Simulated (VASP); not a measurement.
Wanted: the native input for a VASP 6.6.1 run.

| Property | Result |
| --- | --- |
| Task | single point |
| Functional | PBEsol |
| Potentials or basis | VASP PAW PBE potentials, release 64 (Al, N) |
| Cutoff | 520 eV |
| k mesh | 10 × 10 × 10 |
| Occupations | fermi-dirac, width 0.05 eV |
| Spin | no spin polarisation |
| Dipole correction | no |
| Further INCAR settings | ALGO = Normal; EDIFF = 1e-06; NBANDS = 11 |

The structure of AlN lies in POSCAR:

```
AlN
1.0
    0.0000000000      2.1278634302      2.1278634302
    2.1278634302      0.0000000000      2.1278634302
    2.1278634302      2.1278634302      0.0000000000
Al N
1 1
Direct
    0.0000000000      0.0000000000      0.0000000000
    0.2500000000      0.2500000000      0.2500000000
```

One way to write it, as run:

INCAR

```
SYSTEM = AlN
PREC     = Accurate       ! precision mode
ENCUT    = 520            ! plane-wave cutoff, eV
EDIFF    = 1E-6           ! SCF threshold, eV
ISMEAR   = -1             ! smearing method
SIGMA    = 0.05           ! smearing width, eV
LREAL    = .False.        ! projectors in reciprocal space
LASPH    = .True.         ! aspherical terms in the spheres
NELM     = 80             ! most SCF steps
ALGO     = Normal         ! electronic algorithm
ISIF     = 2              ! what is computed and relaxed
LWAVE    = .False.        ! write WAVECAR
LCHARG   = .False.        ! write CHGCAR
GGA      = PS             ! functional
NBANDS   = 11             ! bands
```

KPOINTS

```
regular mesh
0
Gamma
  10 10 10
  0 0 0
```

Potentials or basis: VASP PAW PBE potentials, release 64 (Al, N).

Command:

```console
$ cat potpaw_PBE.64/Al/POTCAR potpaw_PBE.64/N/POTCAR > POTCAR
$ mpirun -np 1 vasp_std > vasp.out
```

Results of the run:

```yaml
Pressure: 20.2 GPa
Band_gap_on_the_k_mesh: 3.22 eV, indirect (least direct gap 4.84 eV)
```

Caveat: the PAW data sets were made with another functional, which shifts forces and pressure a little.

It took 4.4 s on 1 thread of Intel(R) Xeon(R) Platinum 8559C (Emerald Rapids), on a shared host, peak memory 0.13 GiB.
